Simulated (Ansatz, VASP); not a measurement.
SiW: VASP beside Ansatz

```xyz
2
Lattice="0.0000 2.7921 2.7921 2.7921 0.0000 2.7921 2.7921 2.7921 0.0000" Properties=species:S:1:pos:R:3 pbc="T T T"
W     0.0000    0.0000    0.0000
Si    1.3961    1.3961    1.3961
```

Alike in both runs: functional PBE; k mesh 11 × 11 × 11; occupations fermi-dirac, width 0.08 eV; no spin polarisation.

Ansatz relaxed the structure, and its values are those at the end. VASP's run is a single point on that final structure, the one shown.

|  | VASP | Ansatz |
| --- | --- | --- |
| version | VASP 6.6.1 | Ansatz 0.2.0 |
| potentials or method | VASP PAW PBE potentials, release 64 (W_sv, Si) | PAW with Ansatz's default frozen-core files, scalar-relativistic |
| plane-wave cutoff (eV) | 520 | 420 |
| valence electrons in the cell | 18 | 18 |

```csv
,VASP,Ansatz,Ansatz less VASP
pressure (GPa),0.0,0.0,-0.01
```

The functional is the same, so the differences come from potentials, cutoffs and numerics.

Neither program's run includes spin-orbit coupling.
